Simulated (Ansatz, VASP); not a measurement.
# Two plane-wave programs on MoH3Pb

```
CELL_PARAMETERS angstrom
4.19331 0.00000 0.00000
0.00000 4.19331 0.00000
0.00000 0.00000 4.19331
ATOMIC_POSITIONS crystal
H 0.00000 0.50000 0.50000
H 0.50000 0.00000 0.50000
H 0.50000 0.50000 0.00000
Mo 0.50000 0.50000 0.50000
Pb 0.00000 0.00000 0.00000
```

Alike in both runs: task single point; functional PBE; k mesh 4 × 4 × 4; occupations gaussian, width 0.1 eV; no spin polarisation.

|  | VASP | Ansatz |
| --- | --- | --- |
| version | VASP 6.6.1 | Ansatz 0.2.0 |
| potentials or method | VASP PAW PBE potentials, release 64 (H, Mo_sv, Pb_d), cutoff 520 eV | scalar-relativistic, plane waves, PAW |
| valence electrons in the cell | 31 | 31 |

|  | VASP | Ansatz | Ansatz less VASP |
| --- | --- | --- | --- |
| gap on the k mesh at the Fermi level (eV) | none | none | - |
| pressure (GPa) | -15.2 | -15.2 | +0.06 |

A gap of «none» marks a metal or a gap that the smearing closes. With one functional, cell and mesh, what is left measures potentials, basis and numerics.

The k mesh is coarse, so the values compare programs but aren't converged. Neither program's run includes spin-orbit coupling.
